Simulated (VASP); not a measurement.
# SnGe3Se4 (Pmmm) in VASP: notebook

SnGe3Se4 is run at these levels: PBE; tasks: single point, relaxation of cell and atoms.

Program: VASP 6.6.1. These are calculated values, not measurements. Logs are shortened: lines on timing, memory, paths and dates and some standing lists are left out, and cuts for length are marked.

### 1 The cell of the first run

The structure is orthorhombic, space group Pmmm (No. 47). Conventional cell: a = 4.061 Å, b = 5.757 Å, c = 8.165 Å, α = 90.00°, β = 90.00°, γ = 90.00°. Sn (site symmetry mmm) has 6 Se at 2.88 to 2.95 Å within 3.8 Å. Ge (site symmetry mm2) has 6 Se at 2.85 to 2.91 Å within 3.8 Å. Within 3.7 Å of Ge (site symmetry mmm) lie 6 Se at 2.81 to 2.88 Å. Se (site symmetry mm2) has 4 Ge at 2.81 to 2.88 Å and 2 Sn at 2.95 Å within 3.7 Å. Se (site symmetry mmm) has 2 Sn at 2.88 Å and 4 Ge at 2.91 Å within 3.8 Å. Within 3.8 Å of Se (site symmetry mmm) lie 6 Ge at 2.85 to 2.88 Å.

### 2 Single point, PBE

Contents of INCAR:

```
  PREC = Accurate
  ENCUT = 520
  EDIFF = 1E-6
  ISMEAR = 0
  SIGMA = 0.1
  LREAL = False
  LASPH = True
  NELM = 60
  ALGO = Normal
  ISIF = 2
  LWAVE = False
  LCHARG = False
  GGA = PE
  NBANDS = 50
```

Contents of KPOINTS:

```
regular mesh
0
Gamma
  4 4 2
```

Contents of POSCAR:

```
SnGe3Se4
1.0
    4.0609678369      0.0000000000      0.0000000000
    0.0000000000      5.7572895081      0.0000000000
    0.0000000000      0.0000000000      8.1649726323
Sn Ge Se
1 3 4
Direct
    0.5000000000      0.5000000000      0.0000000000
    0.0000000000      0.0000000000      0.7452728765
    0.0000000000      0.0000000000      0.2547271235
    0.5000000000      0.5000000000      0.5000000000
    0.0000000000      0.5000000000      0.7373664218
    0.5000000000      0.0000000000      0.0000000000
    0.0000000000      0.5000000000      0.2626335782
    0.5000000000      0.0000000000      0.5000000000
```

Potentials or basis: VASP PAW PBE potentials, release 64 (Sn_d, Ge_d, Se).

The run is started by

```sh
$ cat potpaw_PBE.64/Sn_d/POTCAR potpaw_PBE.64/Ge_d/POTCAR potpaw_PBE.64/Se/POTCAR > POTCAR
$ mpirun -np 1 vasp_std > vasp.out
```

OUTCAR:

```text
PREC = Accurate
   ENCUT = 520
   EDIFF = 1E-6
   ISMEAR = 0
   LREAL = False
   LASPH = True
   NELM = 60
   ISIF = 2
   GGA = PE

 ion  position               nearest neighbor table
   1  0.500  0.500  0.000-   6 2.88   6 2.88   7 2.95   5 2.95   5 2.95   7 2.95
   2  0.000  0.000  0.745-   8 2.85   8 2.85
   3  0.000  0.000  0.255-   8 2.85   8 2.85
   4  0.500  0.500  0.500-   5 2.81   7 2.81   5 2.81   7 2.81
   5  0.000  0.500  0.737-   4 2.81   4 2.81   1 2.95   1 2.95
   6  0.500  0.000  0.000-   1 2.88   1 2.88
   7  0.000  0.500  0.263-   4 2.81   4 2.81   1 2.95   1 2.95
   8  0.500  0.000  0.500-   2 2.85   3 2.85   2 2.85   3 2.85

  LATTYP: Found a simple orthorhombic cell.
 ALAT       =     4.0609678369
 B/A-ratio  =     1.4177136435
 C/A-ratio  =     2.0105977098

  Lattice vectors:

 A1 = (   4.0609678369,   0.0000000000,   0.0000000000)
 A2 = (   0.0000000000,   5.7572895081,   0.0000000000)
 A3 = (   0.0000000000,   0.0000000000,   8.1649726323)

Analysis of symmetry for initial positions (statically):
=====================================================================
 Subroutine PRICEL returns:
 Original cell was already a primitive cell.

 Routine SETGRP: Setting up the symmetry group for a
 simple orthorhombic supercell.

 Subroutine GETGRP returns: Found  8 space group operations
 (whereof  8 operations were pure point group operations)
 out of a pool of  8 trial point group operations.

The static configuration has the point symmetry D_2h.

Analysis of symmetry for dynamics (positions and initial velocities):
=====================================================================
 Subroutine PRICEL returns:
 Original cell was already a primitive cell.

 Routine SETGRP: Setting up the symmetry group for a
 simple orthorhombic supercell.

 Subroutine GETGRP returns: Found  8 space group operations
 (whereof  8 operations were pure point group operations)
 out of a pool of  8 trial point group operations.

The dynamic configuration has the point symmetry D_2h.

 Subroutine INISYM returns: Found  8 space group operations
 (whereof  8 operations are pure point group operations),
 and found     1 'primitive' translations

----------------------------------------------------------------------------------------

                                     Primitive cell

  volume of cell :     190.8984

  direct lattice vectors                    reciprocal lattice vectors
     4.060967837  0.000000000  0.000000000     0.246246718  0.000000000  0.000000000
     0.000000000  5.757289508  0.000000000     0.000000000  0.173692846  0.000000000
     0.000000000  0.000000000  8.164972632     0.000000000  0.000000000  0.122474385

  length of vectors
     4.060967837  5.757289508  8.164972632     0.246246718  0.173692846  0.122474385

  position of ions in fractional coordinates (direct lattice)
     0.500000000  0.500000000  0.000000000
     0.000000000  0.000000000  0.745272877
     0.000000000  0.000000000  0.254727123
     0.500000000  0.500000000  0.500000000
     0.000000000  0.500000000  0.737366422
     0.500000000  0.000000000  0.000000000
     0.000000000  0.500000000  0.262633578
     0.500000000  0.000000000  0.500000000

  ion indices of the primitive-cell ions
   primitive index   ion index
                 1           1
                 2           2
                 3           3
                 4           4
                 5           5
                 6           6
                 7           7
                 8           8

----------------------------------------------------------------------------------------

 KPOINTS: regular mesh

Automatic generation of k-mesh.
 Grid dimensions read from file:
 generate k-points for:    4    4    2

 Generating k-lattice:

  Cartesian coordinates                     Fractional coordinates (reciprocal lattice)
     0.061561679  0.000000000  0.000000000     0.250000000  0.000000000  0.000000000
     0.000000000  0.043423212  0.000000000     0.000000000  0.250000000  0.000000000
     0.000000000  0.000000000  0.061237192     0.000000000  0.000000000  0.500000000

  Length of vectors
     0.061561679  0.043423212  0.061237192

  Shift w.r.t. Gamma in fractional coordinates (k-lattice)
     0.000000000  0.000000000  0.000000000

 Subroutine IBZKPT returns following result:
 ===========================================

 Found     18 irreducible k-points:

 Following reciprocal coordinates:
            Coordinates               Weight
  0.000000  0.000000  0.000000      1.000000
  0.250000  0.000000  0.000000      2.000000
  0.500000  0.000000  0.000000      1.000000
  0.000000  0.250000  0.000000      2.000000
  0.250000  0.250000  0.000000      4.000000
  0.500000  0.250000  0.000000      2.000000
[... 10 lines left out ...]
  0.250000  0.500000  0.500000      2.000000
  0.500000  0.500000  0.500000      1.000000
   k-points           NKPTS =     18   k-points in BZ     NKDIM =     18   number of bands    NBANDS=     50
   number of dos      NEDOS =    301   number of ions     NIONS =      8
   total plane-waves  NPLWV =  92160
   dimension x,y,z NGX =    30 NGY =   48 NGZ =   64
   dimension x,y,z NGXF=    60 NGYF=   96 NGZF=  128
   ions per type =               1   3   4
   NGX,Y,Z   is equivalent  to a cutoff of  12.28, 13.86, 13.03 a.u.
   NGXF,Y,Z  is equivalent  to a cutoff of  24.56, 27.72, 26.06 a.u.
 SYSTEM =  unknown system
   PREC   = accura    normal or accurate (medium, high low for compatibility)
   ISTART =      0    job   : 0-new  1-cont  2-samecut
   ICHARG =      2    charge: 1-file 2-atom 10-const
   ISPIN  =      1    spin polarized calculation?
   LNONCOLLINEAR =      F non collinear calculations
   LSORBIT =      F    spin-orbit coupling
   LASPH  =      T    aspherical Exc in radial PAW
   ENCUT  =  520.0 eV  38.22 Ry    6.18 a.u.   7.55 10.70 15.18*2*pi/ulx,y,z
   NELM   =     60;   NELMIN=  2; NELMDL= -5     # of ELM steps
   EDIFF  = 0.1E-05   stopping-criterion for ELM
   LREAL  =      F    real-space projection
   EDIFFG = 0.1E-04   stopping-criterion for IOM
   NSW    =      0    number of steps for IOM
   IBRION =     -1    ionic relax: 0-MD 1-quasi-New 2-CG
   NFREE  =      0    steps in history (QN), initial steepest desc. (CG)
   ISIF   =      2    stress and relaxation
   ISYM   =      2    0-nonsym 1-usesym 2-fastsym
   POTIM  = 0.5000    time-step for ionic-motion
   TEBEG  =    0.0;   TEEND  =   0.0 temperature during run
   PSTRESS=    0.0 pullay stress
   NELECT =      80.0000    total number of electrons
   NUPDOWN=      -1.0000    fix difference up-down
   EMIN   =  10.00;   EMAX   =-10.00  energy-range for DOS
   EFERMI =   0.00;   METHOD = LEGACY
   ISMEAR =     0;   SIGMA  =   0.10  broadening in eV -4-tet -1-fermi 0-gaus
   EFERMI_NEDOS =   21; number of points for ismear=-14 and -15
   IALGO  =     38    algorithm
   IMIX   =      4    mixing-type and parameters
     AMIX     =   0.40;   BMIX     =  1.00
     AMIX_MAG =   1.60;   BMIX_MAG =  1.00
  volume/ion in A,a.u.               =      23.86       161.03
  Fermi-wavevector in a.u.,A,eV,Ry     =   1.225098  2.315099 20.420498  1.500864
  Thomas-Fermi vector in A             =   2.360148
   LORBIT       =      0    0 simple, 1 ext, 2 COOP (PROOUT), +10 PAW based schemes
   GGA     = PE    functional components
   LHFCALC =     F    Hartree Fock is set to
   AEXX    =    0.0000 exact exchange contribution
   IVDW    =     0    specifies the selected vdW correction
   LEPSILON=     F    determine dielectric tensor
   LRPA    =     F    only Hartree local field effects (RPA)
 non-spin polarized calculation
 Gauss-broadening in eV      SIGMA  =   0.10
  energy-cutoff  :      520.00
  volume of cell :      190.90
 maximum number of plane-waves:      5192
   NGX = 15   NGY = 21   NGZ = 31

 number of electron      79.9999989 magnetization

 Free energy of the ion-electron system (eV)
  ---------------------------------------------------
  ext. energy  EPLUGINS =         0.00000000
  ---------------------------------------------------
  free energy    TOTEN  =       -33.45056371 eV

  energy without entropy =      -33.44306496  energy(sigma->0) =      -33.44681434

 E-fermi :   5.1418     XC(G=0):  -9.9151

 val. band max:        5.1234960182   @ k =   0.5000   0.5000   0.0000
 cond. band min:       5.1544686413   @ k =   0.0000   0.5000   0.0000
 fundamental gap:      0.0309726231
 Fermi energy:         5.1417531233

 k-point     1 :       0.0000    0.0000    0.0000
  band No.  band energies     occupation
      1     -20.0102      2.00000
      2     -20.0081      2.00000
      3     -20.0042      2.00000
      4     -20.0039      2.00000
      5     -20.0029      2.00000
      6     -20.0024      2.00000
[... 42 lines left out ...]
     49       9.5899      0.00000
     50       9.9820      0.00000

 k-point     2 :       0.2500    0.0000    0.0000
  band No.  band energies     occupation
      1     -20.0094      2.00000
      2     -20.0074      2.00000
      3     -20.0061      2.00000
      4     -20.0039      2.00000
      5     -20.0031      2.00000
      6     -20.0028      2.00000
[... 42 lines left out ...]
     49       9.2173      0.00000
     50       9.7133      0.00000

 k-point     3 :       0.5000    0.0000    0.0000
  band No.  band energies     occupation
      1     -20.0087      2.00000
      2     -20.0081      2.00000
      3     -20.0068      2.00000
      4     -20.0042      2.00000
      5     -20.0039      2.00000
      6     -20.0027      2.00000
[... 784 lines left out ...]
     49       9.5881      0.00000
     50       9.6655      0.00000

 k-point    18 :       0.5000    0.5000    0.5000
  band No.  band energies     occupation
      1     -20.0073      2.00000
      2     -20.0068      2.00000
      3     -20.0064      2.00000
      4     -20.0057      2.00000
      5     -20.0033      2.00000
      6     -20.0032      2.00000
[... 42 lines left out ...]
     49       8.7780      0.00000
     50       9.0075      0.00000

------------------------ aborting loop because EDIFF is reached ----------------------------------------

  FORCE on cell =-STRESS in cart. coord.  units (eV):
  Direction    XX          YY          ZZ          XY          YZ          ZX
  --------------------------------------------------------------------------------------
  -------------------------------------------------------------------------------------
  Total       -0.0202928      0.0061821     -0.0281953     -0.0000000      0.0000000      0.0000000
  in kB       -0.1703136      0.0518855     -0.2366379     -0.0000000      0.0000000      0.0000000
  external PRESSURE =      -0.1183553 kB  Pullay stress =       0.0000000 kB

 VOLUME and BASIS-vectors are now :
 -----------------------------------------------------------------------------
  energy-cutoff  :      520.00
  volume of cell :      190.90
      direct lattice vectors                 reciprocal lattice vectors
     4.060967837  0.000000000  0.000000000     0.246246718  0.000000000  0.000000000
     0.000000000  5.757289508  0.000000000     0.000000000  0.173692846  0.000000000
     0.000000000  0.000000000  8.164972632     0.000000000  0.000000000  0.122474385

 POSITION                                       TOTAL-FORCE (eV/Angst)
 -----------------------------------------------------------------------------------
      2.03048      2.87864      0.00000         0.000000      0.000000     -0.000000
      0.00000      0.00000      6.08513         0.000000      0.000000      0.000316
      0.00000      0.00000      2.07984         0.000000      0.000000     -0.000316
      2.03048      2.87864      4.08249         0.000000      0.000000     -0.000000
      0.00000      2.87864      6.02058         0.000000      0.000000     -0.001539
      2.03048      0.00000      0.00000         0.000000      0.000000     -0.000000
      0.00000      2.87864      2.14440         0.000000      0.000000      0.001539
      2.03048      0.00000      4.08249         0.000000      0.000000     -0.000000
 -----------------------------------------------------------------------------------
    total drift:                                0.000000      0.000000      0.000000

  FREE ENERGIE OF THE ION-ELECTRON SYSTEM (eV)
  ---------------------------------------------------
  free  energy   TOTEN  =       -33.4505637117 eV

  energy  without entropy=      -33.4430649600  energy(sigma->0) =      -33.44681434
```

Wall time 4.7 min (1 thread of AMD EPYC 7R13, shared host); peak memory 0.39 GiB.

Results:

| Item | Value |
| --- | --- |
| Free energy | -33.4506 eV |
| Pressure | 0.0 GPa |
| Band gap on the k mesh | zero (bands 40 and 41 overlap by 0.03 eV) |

Caveat: the k points lie up to 0.39 Å⁻¹ apart; spin-orbit coupling is left out, which moves the levels of the heavy elements.

### 3 Single point, PBE

This run uses another cell than the first one, of 24.87 Å³/atom.

Contents of INCAR:

```
SYSTEM = SnGe3Se4
PREC = Accurate
ENCUT = 520
EDIFF = 1E-6
ISMEAR = 0
SIGMA = 0.1
LREAL = .False.
LASPH = .True.
NELM = 80
ALGO = Normal
ISIF = 2
LWAVE = .False.
LCHARG = .False.
GGA = PE
NBANDS = 50
```

Contents of KPOINTS:

```
regular mesh
0
Gamma
  4 4 2
  0 0 0
```

Contents of POSCAR:

```
SnGe3Se4
1.0
    4.1279365000      0.0000000000      0.0000000000
    0.0000000000      5.8377837800      0.0000000000
    0.0000000000      0.0000000000      8.2558729900
Sn Ge Se
1 3 4
Direct
    0.5000000000      0.5000000000      0.0000000000
    0.0000000000      0.0000000000      0.7500000000
    0.0000000000      0.0000000000      0.2500000000
    0.5000000000      0.5000000000      0.5000000000
    0.0000000000      0.5000000000      0.7500000000
    0.5000000000      0.0000000000      0.0000000000
    0.0000000000      0.5000000000      0.2500000000
    0.5000000000      0.0000000000      0.5000000000
```

Potentials or basis: VASP PAW PBE potentials, release 64 (Sn_d, Ge_d, Se).

The run is started by

```sh
$ cat potpaw_PBE.64/Sn_d/POTCAR potpaw_PBE.64/Ge_d/POTCAR potpaw_PBE.64/Se/POTCAR > POTCAR
$ mpirun -np 1 vasp_std > vasp.out
```

Run time: 5.1 min. Hardware: 1 thread of AMD EPYC 7R13, shared host; peak memory 0.41 GiB.

The run converged. Its results:

| Property | Result |
| --- | --- |
| Free energy | -33.3375 eV |
| Pressure | -2.0 GPa |
| Largest force | 0.535 eV/Å |
| Band gap on the k mesh | 0.01 eV |

Forces in eV/Å, atoms in the order of the input:
```
Sn   0.000  0.000  0.000
Ge   0.000  0.000 -0.118
Ge   0.000  0.000  0.118
Ge   0.000  0.000  0.000
Se   0.000  0.000 -0.535
Se   0.000  0.000  0.000
Se   0.000  0.000  0.535
Se   0.000  0.000  0.000
```

Stress tensor (GPa, compression positive):
```
-1.92  0.00  0.00
 0.00 -2.10  0.00
 0.00  0.00 -1.97
```

Levels at points of the mesh, in eV from the valence-band top:
```csv
k point,band 38,band 39,band 40,band 41,band 42,band 43
"(0.00, 0.00, 0.00)",-1.99,-1.12,-0.79,1.13,1.18,1.19
"(0.50, 0.00, 0.00)",-2.01,-1.12,-0.79,1.14,1.18,1.19
"(0.00, 0.50, 0.00)",-1.84,-0.24,0.00,0.01,0.48,0.71
"(0.50, 0.50, 0.00)",-0.88,-0.24,0.00,0.01,0.56,0.71
"(0.00, 0.00, 0.50)",-1.78,-1.20,-0.93,1.79,1.84,1.91
"(0.50, 0.00, 0.50)",-2.48,-2.42,-2.12,2.69,2.78,2.91
"(0.00, 0.50, 0.50)",-1.45,-1.42,-0.83,1.11,1.12,1.13
"(0.50, 0.50, 0.50)",-1.15,-1.05,-0.59,0.64,0.69,0.72
```

Caveat: spin-orbit coupling is left out, which moves the levels of the heavy elements.

### 4 Relaxation of cell and atoms, PBE

This run uses another cell than the first one, of 24.87 Å³/atom.

Contents of INCAR:

```
SYSTEM = SnGe3Se4
  PREC = Accurate
  ENCUT = 600
  EDIFF = 1E-6
  ISMEAR = 0
  SIGMA = 0.1
  LREAL = .FALSE.
  LASPH = .TRUE.
  NELM = 80
  ALGO = Normal
  ISIF = 3
  LWAVE = .FALSE.
  LCHARG = .FALSE.
  GGA = PE
  IBRION = 2
  NSW = 90
  EDIFFG = -0.04
```

Contents of KPOINTS:

```
Automatic mesh
0
G
  4 4 2
  0 0 0
```

POSCAR is that of step 3.

The run is started by

```sh
$ cat potpaw_PBE.64/Sn_d/POTCAR potpaw_PBE.64/Ge_d/POTCAR potpaw_PBE.64/Se/POTCAR > POTCAR
$ mpirun -np 1 vasp_std > vasp.out
```

Wall time 33 min (1 thread of AMD EPYC 7R13, shared host); peak memory 0.48 GiB.

The run converged. Its results:

```yaml
Free_energy: -33.4514 eV
Relaxed_volume: 23.88 Å³/atom
Relaxed_cell: a = 4.065 Å, b = 5.759 Å, c = 8.161 Å, α = 90.00°, β = 90.00°, γ = 90.00°
Space_group_after_relaxing_to_0.1_Å: Pmmm (No. 47)
Energy_gained_by_relaxing: 14.2 meV/atom
Ionic_steps: 9
Pressure_after_relaxing: 0.0 GPa
Largest_force_after_relaxing: 0.017 eV/Å
Band_gap_on_the_k_mesh: zero (bands 40 and 41 overlap by 0.02 eV)
```

Forces on the atoms (eV/Å):
```
Sn   0.000  0.000  0.000
Ge   0.000  0.000 -0.017
Ge   0.000  0.000  0.017
Ge   0.000  0.000  0.000
Se   0.000  0.000 -0.005
Se   0.000  0.000  0.000
Se   0.000  0.000  0.005
Se   0.000  0.000  0.000
```

The path:
```
step  energy change (eV)  largest force (eV/Å)  pressure (GPa)  volume (Å³)
   1              0.0000                0.5352           -1.98       198.95
   2             -0.0744                0.4500            0.29       190.22
   3             -0.0746                0.4429            0.44       189.63
   4             -0.0961                0.2842            0.32       189.94
   5             -0.1122                0.0711            0.16       190.46
   6             -0.1124                0.0668            0.12       190.53
   7             -0.1134                0.0438           -0.08       191.24
   8             -0.1134                0.0422           -0.09       191.30
   9             -0.1138                0.0168            0.01       191.02
```

Final structure:
```
Sn Ge Se
1.0
     4.06457    0.00000    0.00000
     0.00000    5.75872    0.00000
     0.00000    0.00000    8.16094
Sn Ge Se
1 3 4
Direct
  0.50000 0.50000 0.00000
  0.00000 0.00000 0.74568
  0.00000 0.00000 0.25432
  0.50000 0.50000 0.50000
  0.00000 0.50000 0.73750
  0.50000 0.00000 0.00000
  0.00000 0.50000 0.26250
  0.50000 0.00000 0.50000
```

Levels at points of the mesh, in eV from the Fermi level:
```
           k point  band 36  band 37  band 38  band 39  band 40  band 41  band 42  band 43  band 44  band 45
(0.00, 0.00, 0.00)    -2.22    -2.20    -2.10    -1.10    -0.81     1.20     1.21     1.27     1.57     3.00
(0.50, 0.00, 0.00)    -3.92    -2.20    -2.14    -1.14    -0.81     1.18     1.21     1.24     1.54     2.94
(0.00, 0.50, 0.00)    -1.97    -1.93    -1.91    -0.11     0.01     0.02     0.56     0.69     0.76     0.90
(0.50, 0.50, 0.00)    -1.96    -1.06    -0.84    -0.15    -0.02    -0.02     0.65     0.66     0.74     0.76
(0.00, 0.00, 0.50)    -2.70    -1.98    -1.85    -1.21    -0.86     1.86     1.96     1.97     2.13     3.35
(0.50, 0.00, 0.50)    -4.09    -2.58    -2.51    -2.46    -2.33     2.83     2.90     2.98     3.07     3.78
(0.00, 0.50, 0.50)    -2.57    -1.55    -1.45    -1.41    -0.82     1.11     1.21     1.33     1.45     2.21
(0.50, 0.50, 0.50)    -3.40    -1.24    -1.10    -1.08    -0.52     0.64     0.66     0.70     1.32     3.01
```

Caveat: the k points lie up to 0.39 Å⁻¹ apart in the final cell; spin-orbit coupling is left out, which moves the levels of the heavy elements.

### 5 Summary

```csv
task,cell,cutoff (eV),gap on the mesh (eV),pressure (GPa),largest force (eV/Å)
single point,"a = 4.061, b = 5.757, c = 8.165 Å, 8 atoms, atomic positions A",520,none,0.0,-
single point,"a = 4.128, b = 5.838, c = 8.256 Å, 8 atoms, atomic positions B",520,0.01,-2.0,0.54
relaxation of cell and atoms,"relaxed from a = 4.128, b = 5.838, c = 8.256 Å, 8 atoms, atomic positions B",600,none,0.0,0.02
```

Alike in all rows: level PBE; potentials or basis VASP PAW PBE potentials, release 64 (Sn_d, Ge_d, Se); no spin polarisation; k mesh 4 × 4 × 2; smearing gaussian 0.1 eV.

Caveats: some runs use coarse meshes; spin-orbit coupling is left out, which moves the levels of the heavy elements.

Total energies depend on the potentials used, so only differences within one code and one set of settings carry meaning.

The gap in the log of VASP goes by the Fermi energy; the results here count the filled bands.